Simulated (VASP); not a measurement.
# TiAl3 (Pm-3m) in VASP: a series of runs

TiAl3 is run at these levels: PBE; tasks: single point.

Everything below comes from runs of VASP 6.6.1. Logs are shortened: lines on timing, memory, paths and dates and some standing lists are left out, and cuts for length are marked.

## 1. The cell of the first run

It takes space group Pm-3m (No. 221, cubic). Conventional cell: a = 3.857 Å, b = 3.857 Å, c = 3.857 Å, α = 90.00°, β = 90.00°, γ = 90.00°. Ti (site symmetry m-3m) has 12 Al at 2.73 Å within 3.6 Å. Al (site symmetry 4/mmm) has 4 Ti at 2.73 Å and 8 Al at 2.73 Å within 3.6 Å.

## 2. Single point, PBE

The input, INCAR:

```
PREC = Accurate ; ENCUT = 520
EDIFF = 1E-6 ; ISMEAR = 0
SIGMA = 0.1 ; LREAL = F
LASPH = T ; NELM = 100
ALGO = Normal ; ISIF = 2
LWAVE = F ; LCHARG = F
GGA = PE ; NBANDS = 18
```

The input, KPOINTS:

```
regular mesh
0
Gamma
  10 10 10
```

The input, POSCAR:

```
TiAl3
1.0
    3.8574396495      0.0000000000      0.0000000000
    0.0000000000      3.8574396495      0.0000000000
    0.0000000000      0.0000000000      3.8574396495
Ti Al
1 3
Direct
    0.0000000000      0.0000000000      0.0000000000
    0.5000000000      0.5000000000      0.0000000000
    0.5000000000      0.0000000000      0.5000000000
    0.0000000000      0.5000000000      0.5000000000
```

Potentials or basis: VASP PAW PBE potentials, release 64 (Ti_sv, Al).

Run with:

```bash
$ cat potpaw_PBE.64/Ti_sv/POTCAR potpaw_PBE.64/Al/POTCAR > POTCAR
$ mpirun -np 1 vasp_std > vasp.out
```

OUTCAR:

```text
PREC = Accurate
   ENCUT = 520
   EDIFF = 1E-6
   ISMEAR = 0
   LREAL = F
   LASPH = T
   NELM = 100
   ISIF = 2
   GGA = PE

 ion  position               nearest neighbor table
   1  0.000  0.000  0.000-   2 2.73   3 2.73   4 2.73   3 2.73   4 2.73   2 2.73   4 2.73   4 2.73
                             2 2.73   3 2.73   3 2.73   2 2.73
   2  0.500  0.500  0.000-   1 2.73   3 2.73   4 2.73   3 2.73   4 2.73   1 2.73   3 2.73   3 2.73
                             1 2.73   4 2.73   4 2.73   1 2.73
   3  0.500  0.000  0.500-   1 2.73   2 2.73   4 2.73   1 2.73   2 2.73   2 2.73   4 2.73   2 2.73
                             1 2.73   4 2.73   1 2.73   4 2.73
   4  0.000  0.500  0.500-   1 2.73   2 2.73   3 2.73   1 2.73   2 2.73   1 2.73   3 2.73   1 2.73
                             2 2.73   3 2.73   2 2.73   3 2.73

  LATTYP: Found a simple cubic cell.
 ALAT       =     3.8574396495

  Lattice vectors:

 A1 = (   3.8574396495,   0.0000000000,   0.0000000000)
 A2 = (   0.0000000000,   3.8574396495,   0.0000000000)
 A3 = (   0.0000000000,   0.0000000000,   3.8574396495)

Analysis of symmetry for initial positions (statically):
=====================================================================
 Subroutine PRICEL returns:
 Original cell was already a primitive cell.

 Routine SETGRP: Setting up the symmetry group for a
 simple cubic supercell.

 Subroutine GETGRP returns: Found 48 space group operations
 (whereof 48 operations were pure point group operations)
 out of a pool of 48 trial point group operations.

The static configuration has the point symmetry O_h .

Analysis of symmetry for dynamics (positions and initial velocities):
=====================================================================
 Subroutine PRICEL returns:
 Original cell was already a primitive cell.

 Routine SETGRP: Setting up the symmetry group for a
 simple cubic supercell.

 Subroutine GETGRP returns: Found 48 space group operations
 (whereof 48 operations were pure point group operations)
 out of a pool of 48 trial point group operations.

The dynamic configuration has the point symmetry O_h .

 Subroutine INISYM returns: Found 48 space group operations
 (whereof 48 operations are pure point group operations),
 and found     1 'primitive' translations

----------------------------------------------------------------------------------------

                                     Primitive cell

  volume of cell :      57.3981

  direct lattice vectors                    reciprocal lattice vectors
     3.857439649  0.000000000  0.000000000     0.259239312  0.000000000  0.000000000
     0.000000000  3.857439649  0.000000000     0.000000000  0.259239312  0.000000000
     0.000000000  0.000000000  3.857439649     0.000000000  0.000000000  0.259239312

  length of vectors
     3.857439649  3.857439649  3.857439649     0.259239312  0.259239312  0.259239312

  position of ions in fractional coordinates (direct lattice)
     0.000000000  0.000000000  0.000000000
     0.500000000  0.500000000  0.000000000
     0.500000000  0.000000000  0.500000000
     0.000000000  0.500000000  0.500000000

  ion indices of the primitive-cell ions
   primitive index   ion index
                 1           1
                 2           2
                 3           3
                 4           4

----------------------------------------------------------------------------------------

 KPOINTS: regular mesh

Automatic generation of k-mesh.
 Grid dimensions read from file:
 generate k-points for:   10   10   10

 Generating k-lattice:

  Cartesian coordinates                     Fractional coordinates (reciprocal lattice)
     0.025923931  0.000000000  0.000000000     0.100000000  0.000000000  0.000000000
     0.000000000  0.025923931  0.000000000     0.000000000  0.100000000  0.000000000
     0.000000000  0.000000000  0.025923931     0.000000000  0.000000000  0.100000000

  Length of vectors
     0.025923931  0.025923931  0.025923931

  Shift w.r.t. Gamma in fractional coordinates (k-lattice)
     0.000000000  0.000000000  0.000000000

 Subroutine IBZKPT returns following result:
 ===========================================

 Found     56 irreducible k-points:

 Following reciprocal coordinates:
            Coordinates               Weight
  0.000000  0.000000  0.000000      1.000000
  0.100000  0.000000  0.000000      6.000000
  0.200000  0.000000  0.000000      6.000000
  0.300000  0.000000  0.000000      6.000000
  0.400000  0.000000  0.000000      6.000000
  0.500000  0.000000  0.000000      3.000000
[... 16 lines left out ...]
  0.200000  0.100000  0.100000     24.000000
  0.300000  0.100000  0.100000     24.000000
 [... further k-points ...]
   k-points           NKPTS =     56   k-points in BZ     NKDIM =     56   number of bands    NBANDS=     18
   number of dos      NEDOS =    301   number of ions     NIONS =      4
   total plane-waves  NPLWV =  27000
   dimension x,y,z NGX =    30 NGY =   30 NGZ =   30
   dimension x,y,z NGXF=    60 NGYF=   60 NGZF=   60
   ions per type =               1   3
   NGX,Y,Z   is equivalent  to a cutoff of  12.93, 12.93, 12.93 a.u.
   NGXF,Y,Z  is equivalent  to a cutoff of  25.86, 25.86, 25.86 a.u.
 SYSTEM =  unknown system
   PREC   = accura    normal or accurate (medium, high low for compatibility)
   ISTART =      0    job   : 0-new  1-cont  2-samecut
   ICHARG =      2    charge: 1-file 2-atom 10-const
   ISPIN  =      1    spin polarized calculation?
   LNONCOLLINEAR =      F non collinear calculations
   LSORBIT =      F    spin-orbit coupling
   LASPH  =      T    aspherical Exc in radial PAW
   ENCUT  =  520.0 eV  38.22 Ry    6.18 a.u.   7.17  7.17  7.17*2*pi/ulx,y,z
   NELM   =    100;   NELMIN=  2; NELMDL= -5     # of ELM steps
   EDIFF  = 0.1E-05   stopping-criterion for ELM
   LREAL  =      F    real-space projection
   EDIFFG = 0.1E-04   stopping-criterion for IOM
   NSW    =      0    number of steps for IOM
   IBRION =     -1    ionic relax: 0-MD 1-quasi-New 2-CG
   NFREE  =      0    steps in history (QN), initial steepest desc. (CG)
   ISIF   =      2    stress and relaxation
   ISYM   =      2    0-nonsym 1-usesym 2-fastsym
   POTIM  = 0.5000    time-step for ionic-motion
   TEBEG  =    0.0;   TEEND  =   0.0 temperature during run
   PSTRESS=    0.0 pullay stress
   NELECT =      21.0000    total number of electrons
   NUPDOWN=      -1.0000    fix difference up-down
   EMIN   =  10.00;   EMAX   =-10.00  energy-range for DOS
   EFERMI =   0.00;   METHOD = LEGACY
   ISMEAR =     0;   SIGMA  =   0.10  broadening in eV -4-tet -1-fermi 0-gaus
   EFERMI_NEDOS =   21; number of points for ismear=-14 and -15
   IALGO  =     38    algorithm
   IMIX   =      4    mixing-type and parameters
     AMIX     =   0.40;   BMIX     =  1.00
     AMIX_MAG =   1.60;   BMIX_MAG =  1.00
  volume/ion in A,a.u.               =      14.35        96.84
  Fermi-wavevector in a.u.,A,eV,Ry     =   1.170888  2.212658 18.653306  1.370979
  Thomas-Fermi vector in A             =   2.307340
   LORBIT       =      0    0 simple, 1 ext, 2 COOP (PROOUT), +10 PAW based schemes
   GGA     = PE    functional components
   LHFCALC =     F    Hartree Fock is set to
   AEXX    =    0.0000 exact exchange contribution
   IVDW    =     0    specifies the selected vdW correction
   LEPSILON=     F    determine dielectric tensor
   LRPA    =     F    only Hartree local field effects (RPA)
 non-spin polarized calculation
 Gauss-broadening in eV      SIGMA  =   0.10
  energy-cutoff  :      520.00
  volume of cell :       57.40
 maximum number of plane-waves:      1568
 NGX is ok and might be reduce to    30
   NGX = 15   NGY = 15   NGZ = 15

 number of electron      21.0000004 magnetization

 Free energy of the ion-electron system (eV)
  ---------------------------------------------------
  ext. energy  EPLUGINS =         0.00000000
  ---------------------------------------------------
  free energy    TOTEN  =       -20.35978916 eV

  energy without entropy =      -20.35005663  energy(sigma->0) =      -20.35492290

 E-fermi :  10.0054     XC(G=0): -11.1371

 val. band max:        9.9667751918   @ k =   0.4000   0.4000   0.1000
 cond. band min:      10.0134255118   @ k =   0.4000   0.2000   0.0000
 fundamental gap:      0.0466503200
 Fermi energy:        10.0054180195

 k-point     1 :       0.0000    0.0000    0.0000
  band No.  band energies     occupation
      1     -46.8085      2.00000
      2     -23.1352      2.00000
      3     -23.1352      2.00000
      4     -23.1352      2.00000
      5      -1.3204      2.00000
      6       6.6999      2.00000
[... 10 lines left out ...]
     17      16.0576      0.00000
     18      16.0576      0.00000

 k-point     2 :       0.1000    0.0000    0.0000
  band No.  band energies     occupation
      1     -46.8083      2.00000
      2     -23.1380      2.00000
      3     -23.1350      2.00000
      4     -23.1350      2.00000
      5      -1.2174      2.00000
      6       5.9655      2.00000
[... 10 lines left out ...]
     17      15.9110      0.00000
     18      15.9111      0.00000

 k-point     3 :       0.2000    0.0000    0.0000
  band No.  band energies     occupation
      1     -46.8080      2.00000
      2     -23.1453      2.00000
      3     -23.1345      2.00000
      4     -23.1345      2.00000
      5      -0.9114      2.00000
      6       4.7352      2.00000
[... 10 lines left out ...]
     17      15.2311      0.00000
     18      15.2700      0.00000

 k-point     4 :       0.3000    0.0000    0.0000
  band No.  band energies     occupation
      1     -46.8076      2.00000
      2     -23.1542      2.00000
      3     -23.1339      2.00000
      4     -23.1339      2.00000
      5      -0.4128      2.00000
      6       3.4854      2.00000
[... 375 lines left out ...]
      4     -23.1374      2.00000
      5      -1.0132      2.00000
      6       5.9632      2.00000
[... 10 lines left out ...]
     17      15.6549      0.00000
     18      15.7330      0.00000

 k-point    23 :       0.2000    0.1000    0.1000
  band No.  band energies     occupation
      1     -46.8078      2.00000
      2     -23.1448      2.00000
      3     -23.1372      2.00000
      4     -23.1368      2.00000
      5      -0.7107      2.00000
      6       4.8838      2.00000
[... 10 lines left out ...]
     17      15.1902      0.00000
     18      15.2010      0.00000

 k-point    24 :       0.3000    0.1000    0.1000
  band No.  band energies     occupation
      1     -46.8074      2.00000
      2     -23.1536      2.00000
      3     -23.1365      2.00000
      4     -23.1362      2.00000
      5      -0.2183      2.00000
      6       3.6561      2.00000
[... 10 lines left out ...]
     17      14.5659      0.00000
     18      15.8916      0.00000

 [... further k-points ...]
[... 5 lines left out ...]
  --------------------------------------------------------------------------------------
  -------------------------------------------------------------------------------------
  Total        4.2632541      4.2632541      4.2632541     -0.0000000     -0.0000000      0.0000000
  in kB      119.0020315    119.0020315    119.0020315     -0.0000000     -0.0000000      0.0000000
  external PRESSURE =     119.0020315 kB  Pullay stress =       0.0000000 kB

 VOLUME and BASIS-vectors are now :
 -----------------------------------------------------------------------------
  energy-cutoff  :      520.00
  volume of cell :       57.40
      direct lattice vectors                 reciprocal lattice vectors
     3.857439649  0.000000000  0.000000000     0.259239312  0.000000000  0.000000000
     0.000000000  3.857439649  0.000000000     0.000000000  0.259239312  0.000000000
     0.000000000  0.000000000  3.857439649     0.000000000  0.000000000  0.259239312

 POSITION                                       TOTAL-FORCE (eV/Angst)
 -----------------------------------------------------------------------------------
      0.00000      0.00000      0.00000         0.000000      0.000000      0.000000
      1.92872      1.92872      0.00000         0.000000      0.000000      0.000000
      1.92872      0.00000      1.92872         0.000000      0.000000      0.000000
      0.00000      1.92872      1.92872         0.000000      0.000000      0.000000
 -----------------------------------------------------------------------------------
    total drift:                                0.000000     -0.000000      0.000000

  FREE ENERGIE OF THE ION-ELECTRON SYSTEM (eV)
  ---------------------------------------------------
  free  energy   TOTEN  =       -20.3597891636 eV

  energy  without entropy=      -20.3500566297  energy(sigma->0) =      -20.35492290
```

It took 88 s on 1 thread of Intel Xeon 8259CL, shared host; peak memory 0.2 GiB.

What came out:

| Quantity | Value |
| --- | --- |
| Free energy | -20.3598 eV |
| Pressure | 11.9 GPa |
| Band gap on the k mesh | zero (an odd number of electrons rules out a gap without spin polarisation) |

Caveat: the cell stands under pressure.

## 3. Single point, PBE

This run uses another cell than the first one, of 15.21 Å³/atom.

The input, INCAR:

```
  PREC = Accurate
  ENCUT = 520
  EDIFF = 1E-6
  ISMEAR = 0
  SIGMA = 0.1
  LREAL = False
  LASPH = True
  NELM = 80
  ALGO = Normal
  ISIF = 2
  LWAVE = False
  LCHARG = True
  GGA = PE
  LELF = True
  LVHAR = True
  NBANDS = 18
```

The input, KPOINTS:

```
Automatic mesh
0
Gamma
  10 10 10
```

The input, POSCAR:

```
TiAl3
1.0
    3.9327838431      0.0000000000      0.0000000000
    0.0000000000      3.9327838431      0.0000000000
    0.0000000000      0.0000000000      3.9327838431
Ti Al
1 3
Direct
    0.0000000000      0.0000000000      0.0000000000
    0.5000000000      0.5000000000      0.0000000000
    0.5000000000      0.0000000000      0.5000000000
    0.0000000000      0.5000000000      0.5000000000
```

Potentials or basis: VASP PAW PBE potentials, release 64 (Ti_sv, Al).

Run with:

```bash
$ cat potpaw_PBE.64/Ti_sv/POTCAR potpaw_PBE.64/Al/POTCAR > POTCAR
$ mpirun -np 1 vasp_std > vasp.out
```

It took 89 s on 1 thread of Intel Xeon 8259CL, shared host; peak memory 0.2 GiB.

The run converged. Its results:

| Quantity | Value |
| --- | --- |
| Free energy | -20.5280 eV |
| Pressure | 3.9 GPa |
| Band gap on the k mesh | zero (an odd number of electrons rules out a gap without spin polarisation) |

Levels at points of the mesh, in eV from the Fermi level:
| k point | band 8 | band 9 | band 10 | band 11 | band 12 | band 13 |
| --- | --- | --- | --- | --- | --- | --- |
| (0.00, 0.00, 0.00) | -2.23 | -2.23 | -2.23 | 0.12 | 0.12 | 0.12 |
| (0.50, 0.00, 0.00) | -2.34 | -2.26 | 0.37 | 0.72 | 0.72 | 0.96 |
| (0.50, 0.50, 0.00) | -5.13 | -1.32 | -1.32 | 0.60 | 0.89 | 1.06 |
| (0.50, 0.50, 0.50) | -5.10 | -3.58 | -3.58 | -3.58 | 0.20 | 1.22 |

Caveat: the cell stands under pressure.

## 4. Single point, PBE

This run uses another cell than the first one, of 15.60 Å³/atom.

The input, INCAR:

```
SYSTEM = TiAl3
  PREC = Accurate
  ENCUT = 520
  EDIFF = 1E-6
  ISMEAR = 0
  SIGMA = 0.1
  LREAL = .FALSE.
  LASPH = .TRUE.
  NELM = 60
  ALGO = Normal
  ISIF = 2
  LWAVE = .FALSE.
  LCHARG = .FALSE.
  GGA = PE
  NBANDS = 18
```

The input, KPOINTS:

```
Automatic mesh
0
G
  10 10 10
  0 0 0
```

The input, POSCAR:

```
TiAl3
1.0
    3.9666970505      0.0000000000      0.0000000000
    0.0000000000      3.9666970505      0.0000000000
    0.0000000000      0.0000000000      3.9666970505
Ti Al
1 3
Direct
    0.0000000000      0.0000000000      0.0000000000
    0.5000000000      0.5000000000      0.0000000000
    0.5000000000      0.0000000000      0.5000000000
    0.0000000000      0.5000000000      0.5000000000
```

Run with:

```bash
$ cat potpaw_PBE.64/Ti_sv/POTCAR potpaw_PBE.64/Al/POTCAR > POTCAR
$ mpirun -np 1 vasp_std > vasp.out
```

Run time: 91 s. Hardware: 1 thread of Intel Xeon 8259CL, shared host; peak memory 0.21 GiB.

The run converged. Its results:

| Quantity | Value |
| --- | --- |
| Free energy | -20.5531 eV |
| Pressure | 0.9 GPa |
| Band gap on the k mesh | zero (an odd number of electrons rules out a gap without spin polarisation) |

Levels at points of the mesh, in eV from the Fermi level:
| k point | band 8 | band 9 | band 10 | band 11 | band 12 | band 13 |
| --- | --- | --- | --- | --- | --- | --- |
| (0.00, 0.00, 0.00) | -2.20 | -2.20 | -2.20 | 0.12 | 0.12 | 0.12 |
| (0.50, 0.00, 0.00) | -2.28 | -2.19 | 0.37 | 0.70 | 0.70 | 0.93 |
| (0.50, 0.50, 0.00) | -5.05 | -1.28 | -1.28 | 0.59 | 0.86 | 1.06 |
| (0.50, 0.50, 0.50) | -4.99 | -3.53 | -3.53 | -3.53 | 0.17 | 1.19 |

## 5. Single point, PBE

This run uses another cell than the first one, of 15.60 Å³/atom.

The input, INCAR:

```
SYSTEM = TiAl3
ALGO     = Normal         ! electronic algorithm
EDIFF    = 1E-6           ! SCF threshold, eV
ENCUT    = 520            ! plane-wave cutoff, eV
GGA      = PE             ! functional
ISIF     = 2              ! what is computed and relaxed
ISMEAR   = 0              ! smearing method
LASPH    = .TRUE.         ! aspherical terms in the spheres
LCHARG   = .FALSE.        ! write CHGCAR
LREAL    = .FALSE.        ! projectors in reciprocal space
LWAVE    = .FALSE.        ! write WAVECAR
NBANDS   = 18             ! bands
NELM     = 80             ! most SCF steps
PREC     = Accurate       ! precision mode
SIGMA    = 0.1            ! smearing width, eV
```

The input, KPOINTS:

```
Automatic mesh
0
Gamma
  10 10 10
  0.5 0.5 0.5
```

POSCAR is that of step 4.

Run with:

```bash
$ cat potpaw_PBE.64/Ti_sv/POTCAR potpaw_PBE.64/Al/POTCAR > POTCAR
$ mpirun -np 1 vasp_std > vasp.out
```

Wall time 53 s (1 thread of Intel Xeon 8259CL, shared host); peak memory 0.19 GiB.

Results (log left out):

```
Free energy            : -20.5528 eV
Pressure               : 1.0 GPa
Band gap on the k mesh : zero (an odd number of electrons rules out a gap without spin polarisation)
```

Levels at points of the mesh, in eV from the Fermi level:
| k point | band 9 | band 10 | band 11 | band 12 | band 13 | band 14 |
| --- | --- | --- | --- | --- | --- | --- |
| (0.05, 0.05, 0.05) | -1.84 | -1.84 | 0.11 | 0.11 | 0.24 | 1.08 |

## 6. Summary

| cell | k mesh | gap on the mesh (eV) | pressure (GPa) |
| --- | --- | --- | --- |
| a = 3.857 Å, 4 atoms | 10 × 10 × 10 | none | 11.9 |
| a = 3.933 Å, 4 atoms | 10 × 10 × 10 | none | 3.9 |
| a = 3.967 Å, 4 atoms | 10 × 10 × 10 | none | 0.9 |
| a = 3.967 Å, 4 atoms | 10 × 10 × 10, shifted | none | 1.0 |

Alike in all rows: task single point; level PBE; potentials or basis VASP PAW PBE potentials, release 64 (Ti_sv, Al); no spin polarisation; cutoff (eV) 520; smearing gaussian 0.1 eV.

Caveats: the cell stands under pressure (at least some runs).

Absolute energies hang on the potentials; compare differences alone.

The gap in the log of VASP goes by the Fermi energy; the results here count the filled bands.